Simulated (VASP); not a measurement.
# H2C32O in VASP: single point with PBE+D3(BJ)

Aim: the single point of H2C32O with PBE+D3(BJ).

Everything below comes from runs of VASP 6.6.1. Logs are shortened: lines on timing, memory, paths and dates and some standing lists are left out, and cuts for length are marked.

## Step 1: The cell of the first run

The cell holds a slab with vacuum, 35 atoms: a = 9.864 Å, b = 9.864 Å, c = 13.000 Å, α = 90.00°, β = 90.00°, γ = 120.00°.

## Step 2: Single point, PBE+D3(BJ)

File INCAR:

```
  ALGO = Normal
  EDIFF = 1E-6
  ENCUT = 520
  GGA = PE
  ISIF = 2
  ISMEAR = -1
  IVDW = 12
  LASPH = T
  LCHARG = T
  LELF = T
  LREAL = Auto
  LVHAR = T
  LWAVE = F
  NBANDS = 91
  NELM = 100
  PREC = Accurate
  SIGMA = 0.02
```

File KPOINTS:

```
k-points
0
Gamma
  2 2 1
```

File POSCAR:

```
H2C32O
1.0
    9.8640000000      0.0000000000      0.0000000000
   -4.9320000000      8.5424750000      0.0000000000
    0.0000000000      0.0000000000     13.0000000000
C O H
32 1 2
Direct
   -0.0068667957     -0.0033084089      0.0671404615
    0.1597898816      0.0800021071      0.0671668462
   -0.0068671171      0.2466684421      0.0671082308
    0.1597836436      0.3300170033      0.0671125385
   -0.0068252544      0.4966530192      0.0670284615
    0.1598239730      0.5799991220      0.0671211538
   -0.0068266609      0.7467006927      0.0670252308
    0.1598267394      0.8299963418      0.0671676154
    0.2431231479     -0.0033518389      0.0671829231
    0.4097684337      0.0799006143      0.0671272308
    0.2430583680      0.2466540435      0.0671013846
    0.4097581441      0.3300517707      0.0668310000
    0.2431430020      0.4966732709      0.0670558462
    0.4097851845      0.5800322506      0.0668782308
    0.2431499143      0.7466627646      0.0671560000
    0.4098052583      0.8299844015      0.0671365385
    0.4931476342     -0.0033638963      0.0671215385
    0.6598099053      0.0799953175      0.0670303846
    0.4931470823      0.2466329723      0.0668456154
    0.6598849404      0.3299643253      0.0666063077
    0.4930980743      0.4967433911      0.0666059231
    0.6597827260      0.5800583555      0.0665501538
    0.4931342040      0.7466718954      0.0669957692
    0.6597848426      0.8300277145      0.0669948462
    0.7431349221     -0.0033236269      0.0670747692
    0.9097988576      0.0800127598      0.0671105385
    0.7431770027      0.2466384742      0.0668682308
    0.9098188225      0.3299973368      0.0669890000
    0.7431872234      0.4966856795      0.0665653846
    0.9098946904      0.5800355283      0.0668943846
    0.7431514371      0.7467422498      0.0668536923
    0.9098195509      0.8300320457      0.0670031538
    0.5900821753      0.4178340586      0.3223493846
    0.5212004545      0.3462382974      0.2700762308
    0.6752934675      0.4989391248      0.2825873077
```

Potentials or basis: VASP PAW PBE potentials, release 64 (C, O, H).

Run with:

```bash
$ cat potpaw_PBE.64/C/POTCAR potpaw_PBE.64/O/POTCAR potpaw_PBE.64/H/POTCAR > POTCAR
$ mpirun -np 1 vasp_std > vasp.out
```

OUTCAR:

```text
EDIFF = 1E-6
   ENCUT = 520
   GGA = PE
   ISIF = 2
   ISMEAR = -1
   IVDW = 12
   LASPH = T
   LREAL = Auto
   NELM = 100
   PREC = Accurate
 IVDW          = 12

 ion  position               nearest neighbor table
   1  0.993  0.997  0.067-  26 1.42   2 1.42  32 1.42
   2  0.160  0.080  0.067-  11 1.42   1 1.42   9 1.42
   3  0.993  0.247  0.067-  28 1.42   4 1.42  26 1.42
   4  0.160  0.330  0.067-  11 1.42   3 1.42  13 1.42
   5  0.993  0.497  0.067-   6 1.42  28 1.42  30 1.42
   6  0.160  0.580  0.067-  13 1.42   5 1.42  15 1.42
[... 24 lines left out ...]
  31  0.743  0.747  0.067-  24 1.42  32 1.42  22 1.42
  32  0.910  0.830  0.067-   1 1.42  31 1.42   7 1.42
  33  0.590  0.418  0.322-  35 0.97  34 0.97
  34  0.521  0.346  0.270-  33 0.97
  35  0.675  0.499  0.283-  33 0.97

  LATTYP: Found a hexagonal cell.
 ALAT       =     9.8640000000
 C/A-ratio  =     1.3179237632

  Lattice vectors:

 A1 = (   9.8640000000,   0.0000000000,   0.0000000000)
 A2 = (  -4.9320000000,   8.5424750000,   0.0000000000)
 A3 = (   0.0000000000,   0.0000000000,  13.0000000000)

Analysis of symmetry for initial positions (statically):
=====================================================================
 Subroutine PRICEL returns:
 Original cell was already a primitive cell.

 Routine SETGRP: Setting up the symmetry group for a
 hexagonal supercell.

 Subroutine GETGRP returns: Found  1 space group operations
 (whereof  1 operations were pure point group operations)
 out of a pool of 24 trial point group operations.

The static configuration has the point symmetry C_1 .

Analysis of symmetry for dynamics (positions and initial velocities):
=====================================================================
 Subroutine PRICEL returns:
 Original cell was already a primitive cell.

 Routine SETGRP: Setting up the symmetry group for a
 hexagonal supercell.

 Subroutine GETGRP returns: Found  1 space group operations
 (whereof  1 operations were pure point group operations)
 out of a pool of 24 trial point group operations.

The dynamic configuration has the point symmetry C_1 .

 Subroutine INISYM returns: Found  1 space group operations
 (whereof  1 operations are pure point group operations),
 and found     1 'primitive' translations

----------------------------------------------------------------------------------------

                                     Primitive cell

  volume of cell :    1095.4187

  direct lattice vectors                    reciprocal lattice vectors
     9.864000000  0.000000000  0.000000000     0.101378751  0.058531046  0.000000000
    -4.932000000  8.542475000  0.000000000     0.000000000  0.117062093  0.000000000
     0.000000000  0.000000000 13.000000000     0.000000000  0.000000000  0.076923077

  length of vectors
     9.864000000  9.864000361 13.000000000     0.117062097  0.117062093  0.076923077

  position of ions in fractional coordinates (direct lattice)
     0.993133204  0.996691591  0.067140462
     0.159789882  0.080002107  0.067166846
     0.993132883  0.246668442  0.067108231
     0.159783644  0.330017003  0.067112538
     0.993174746  0.496653019  0.067028462
     0.159823973  0.579999122  0.067121154
[... 27 lines left out ...]
     0.521200454  0.346238297  0.270076231
     0.675293467  0.498939125  0.282587308

  ion indices of the primitive-cell ions
   primitive index   ion index
                 1           1
                 2           2
                 3           3
                 4           4
                 5           5
                 6           6
[... 27 lines left out ...]
                34          34
                35          35

----------------------------------------------------------------------------------------

 KPOINTS: k-points

Automatic generation of k-mesh.
 Grid dimensions read from file:
 generate k-points for:    2    2    1

 Generating k-lattice:

  Cartesian coordinates                     Fractional coordinates (reciprocal lattice)
     0.050689376  0.029265523  0.000000000     0.500000000 -0.000000000  0.000000000
     0.000000000  0.058531046  0.000000000     0.000000000  0.500000000  0.000000000
     0.000000000  0.000000000  0.076923077     0.000000000  0.000000000  1.000000000

  Length of vectors
     0.058531048  0.058531046  0.076923077

  Shift w.r.t. Gamma in fractional coordinates (k-lattice)
     0.000000000  0.000000000  0.000000000

 Subroutine IBZKPT returns following result:
 ===========================================

 Found      4 irreducible k-points:

 Following reciprocal coordinates:
            Coordinates               Weight
  0.000000  0.000000  0.000000      1.000000
  0.500000 -0.000000  0.000000      1.000000
  0.000000  0.500000  0.000000      1.000000
  0.500000  0.500000  0.000000      1.000000
   k-points           NKPTS =      4   k-points in BZ     NKDIM =      4   number of bands    NBANDS=     91
   number of dos      NEDOS =    301   number of ions     NIONS =     35
   total plane-waves  NPLWV = 627200
   dimension x,y,z NGX =    80 NGY =   80 NGZ =   98
   dimension x,y,z NGXF=   160 NGYF=  160 NGZF=  196
   ions per type =              32   1   2
   NGX,Y,Z   is equivalent  to a cutoff of  13.48, 13.48, 12.53 a.u.
   NGXF,Y,Z  is equivalent  to a cutoff of  26.97, 26.97, 25.06 a.u.
 SYSTEM =  unknown system
   PREC   = accura    normal or accurate (medium, high low for compatibility)
   ISTART =      0    job   : 0-new  1-cont  2-samecut
   ICHARG =      2    charge: 1-file 2-atom 10-const
   ISPIN  =      1    spin polarized calculation?
   LNONCOLLINEAR =      F non collinear calculations
   LSORBIT =      F    spin-orbit coupling
   LASPH  =      T    aspherical Exc in radial PAW
   ENCUT  =  520.0 eV  38.22 Ry    6.18 a.u.  18.34 18.34 24.17*2*pi/ulx,y,z
   NELM   =    100;   NELMIN=  2; NELMDL= -5     # of ELM steps
   EDIFF  = 0.1E-05   stopping-criterion for ELM
   LREAL  =      T    real-space projection
   EDIFFG = 0.1E-04   stopping-criterion for IOM
   NSW    =      0    number of steps for IOM
   IBRION =     -1    ionic relax: 0-MD 1-quasi-New 2-CG
   NFREE  =      0    steps in history (QN), initial steepest desc. (CG)
   ISIF   =      2    stress and relaxation
   ISYM   =      2    0-nonsym 1-usesym 2-fastsym
   POTIM  = 0.5000    time-step for ionic-motion
   TEBEG  =    0.0;   TEEND  =   0.0 temperature during run
   PSTRESS=    0.0 pullay stress
   NELECT =     136.0000    total number of electrons
   NUPDOWN=      -1.0000    fix difference up-down
   EMIN   =  10.00;   EMAX   =-10.00  energy-range for DOS
   EFERMI =   0.00;   METHOD = LEGACY
   ISMEAR =    -1;   SIGMA  =   0.02  broadening in eV -4-tet -1-fermi 0-gaus
   EFERMI_NEDOS =   21; number of points for ismear=-14 and -15
   IALGO  =     38    algorithm
   IMIX   =      4    mixing-type and parameters
     AMIX     =   0.40;   BMIX     =  1.00
     AMIX_MAG =   1.60;   BMIX_MAG =  1.00
  volume/ion in A,a.u.               =      31.30       211.21
  Fermi-wavevector in a.u.,A,eV,Ry     =   0.816697  1.543334  9.075010  0.666994
  Thomas-Fermi vector in A             =   1.927012
   LORBIT       =      0    0 simple, 1 ext, 2 COOP (PROOUT), +10 PAW based schemes
   GGA     = PE    functional components
   LHFCALC =     F    Hartree Fock is set to
   AEXX    =    0.0000 exact exchange contribution
   IVDW    =    12    specifies the selected vdW correction
   LEPSILON=     F    determine dielectric tensor
   LRPA    =     F    only Hartree local field effects (RPA)
 non-spin polarized calculation
  energy-cutoff  :      520.00
  volume of cell :     1095.42
 maximum number of plane-waves:     29533
 NGX is ok and might be reduce to    80
   NGX = 37   NGY = 37   NGZ = 49

 number of electron     135.9999997 magnetization

 Free energy of the ion-electron system (eV)
  ---------------------------------------------------
  ext. energy  EPLUGINS =         0.00000000
  ---------------------------------------------------
  free energy    TOTEN  =      -309.48002476 eV

  energy without entropy =     -309.48002476  energy(sigma->0) =     -309.48002476

 E-fermi :  -2.5879     XC(G=0):  -3.5622

 val. band max:       -3.0850466898   @ k =   0.5000  -0.0000   0.0000
 cond. band min:      -1.1248665812   @ k =   0.5000   0.5000   0.0000
 fundamental gap:      1.9601801086
 Fermi energy:        -2.5878689102

 k-point     1 :       0.0000    0.0000    0.0000
  band No.  band energies     occupation
      1     -22.7654      2.00000
      2     -21.5893      2.00000
      3     -20.1416      2.00000
      4     -20.1346      2.00000
      5     -20.1248      2.00000
      6     -20.1185      2.00000
[... 72 lines left out ...]
     79       2.1388      0.00000
     80       2.9365      0.00000

 k-point     2 :       0.5000   -0.0000    0.0000
  band No.  band energies     occupation
      1     -22.7653      2.00000
      2     -21.2263      2.00000
      3     -21.2156      2.00000
      4     -20.4903      2.00000
      5     -20.4860      2.00000
      6     -19.0489      2.00000
[... 72 lines left out ...]
     79       2.4540      0.00000
     80       2.7052      0.00000

 k-point     3 :       0.0000    0.5000    0.0000
  band No.  band energies     occupation
      1     -22.7653      2.00000
      2     -21.2264      2.00000
      3     -21.2155      2.00000
      4     -20.4901      2.00000
      5     -20.4862      2.00000
      6     -19.0487      2.00000
[... 72 lines left out ...]
     79       2.4558      0.00000
     80       2.7031      0.00000

 k-point     4 :       0.5000    0.5000    0.0000
  band No.  band energies     occupation
      1     -22.7654      2.00000
      2     -21.2310      2.00000
      3     -21.2107      2.00000
      4     -20.4889      2.00000
      5     -20.4878      2.00000
      6     -19.0479      2.00000
[... 72 lines left out ...]
     79       2.5348      0.00000
     80       2.6298      0.00000
 [bands above 80 left out]

------------------------ aborting loop because EDIFF is reached ----------------------------------------

 Edisp (eV)   -2.97204

 E8    (eV) :    -0.9167

  FORCE on cell =-STRESS in cart. coord.  units (eV):
  Direction    XX          YY          ZZ          XY          YZ          ZX
  --------------------------------------------------------------------------------------
  -------------------------------------------------------------------------------------
  Total       0.72938     0.85095    -0.22852     0.07542     0.01079     0.01107
  in kB       1.06680     1.24461    -0.33423     0.11031     0.01578     0.01619
  external pressure =        0.66 kB  Pullay stress =        0.00 kB

 VOLUME and BASIS-vectors are now :
 -----------------------------------------------------------------------------
  energy-cutoff  :      520.00
  volume of cell :     1095.42
      direct lattice vectors                 reciprocal lattice vectors
     9.864000000  0.000000000  0.000000000     0.101378751  0.058531046  0.000000000
    -4.932000000  8.542475000  0.000000000     0.000000000  0.117062093  0.000000000
     0.000000000  0.000000000 13.000000000     0.000000000  0.000000000  0.076923077

 POSITION                                       TOTAL-FORCE (eV/Angst)
 -----------------------------------------------------------------------------------
      4.88058      8.51421      0.87283        -0.001834      0.000669     -0.002401
      1.18160      0.68342      0.87317         0.003667     -0.001809      0.000240
      8.57969      2.10716      0.87241        -0.001797      0.001101     -0.002327
     -0.05154      2.81916      0.87246         0.000506     -0.000422      0.001249
      7.34718      4.24265      0.87137        -0.000773     -0.000765     -0.002703
     -1.28405      4.95463      0.87257         0.002571      0.000059      0.001771
[... 27 lines left out ...]
      3.43347      2.95773      3.51099        -0.061957     -0.106558     -0.046127
      4.20033      4.26218      3.67364         0.062288      0.104957     -0.024318
 -----------------------------------------------------------------------------------
    total drift:                                0.108450      0.095412     -0.069524

  FREE ENERGIE OF THE ION-ELECTRON SYSTEM (eV)
  ---------------------------------------------------
  free  energy   TOTEN  =      -312.4520606062 eV

  energy  without entropy=     -312.4520606062  energy(sigma->0) =     -312.45206061
```

Run time: 15 min. Hardware: 1 thread of Intel Xeon Platinum 8488C (Sapphire Rapids), shared host; peak memory 1.2 GiB.

Results:

```yaml
Free_energy: -312.4521 eV
Largest_force: 0.132 eV/Å
Band_gap_on_the_k_mesh: 1.96 eV
Dispersion_energy_per_atom: -0.085 eV
```

Forces on the atoms (eV/Å):
```
C   -0.002  0.001 -0.002
C    0.004 -0.002  0.000
C   -0.002  0.001 -0.002
C    0.001  0.000  0.001
C   -0.001 -0.001 -0.003
C    0.003  0.000  0.002
C   -0.001  0.000 -0.002
C    0.003  0.001  0.001
C   -0.002  0.001 -0.002
C    0.003  0.006  0.000
C   -0.003  0.001 -0.003
C    0.006 -0.004  0.001
C   -0.002  0.000 -0.003
C   -0.001  0.003  0.001
C   -0.001  0.000 -0.002
C    0.003  0.001  0.001
C    0.000  0.000 -0.002
C    0.001  0.000  0.003
C    0.001 -0.001 -0.002
C   -0.003  0.000  0.001
C   -0.003  0.001  0.003
C    0.005  0.000  0.002
C   -0.002  0.001 -0.002
C    0.001  0.001  0.002
C   -0.001  0.002 -0.003
C    0.002 -0.001  0.002
C    0.000  0.001 -0.003
C    0.002  0.000  0.003
C    0.000 -0.003  0.001
C    0.000  0.002  0.002
C   -0.001  0.002 -0.001
C    0.002  0.001  0.003
O   -0.013 -0.012  0.074
H   -0.062 -0.107 -0.046
H    0.062  0.105 -0.024
```

Caveat: there is no dipole correction, which matters where the two faces differ.
